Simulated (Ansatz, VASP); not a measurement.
# Pb in VASP and in Ansatz

```
CELL_PARAMETERS angstrom
0.00000 2.46734 2.46734
2.46734 0.00000 2.46734
2.46734 2.46734 0.00000
ATOMIC_POSITIONS crystal
Pb 0.00000 0.00000 0.00000
```

Alike in both runs: functional PBEsol; k mesh 15 × 15 × 15; occupations fermi-dirac, width 0.1 eV; no spin polarisation.

Ansatz relaxed the structure, and its values are those at the end. VASP's run is a single point on that final structure, the one shown.

```csv
,VASP,Ansatz
version,VASP 6.6.1,Ansatz 0.2.0
potentials or method,"VASP PAW PBE potentials, release 64 (Pb_d)","PAW with Ansatz's default frozen-core files, scalar-relativistic"
plane-wave cutoff (eV),520,420
valence electrons in the cell,14,14
```

Ansatz gave:

| Item | Value |
| --- | --- |
| pressure (GPa) | 0.0 |

Estimate VASP's values.

pressure (GPa): -0.1.

VASP's potentials were made for PBE, not for PBEsol. With one functional, cell and mesh, what is left measures potentials, basis and numerics.

Neither program's run includes spin-orbit coupling.
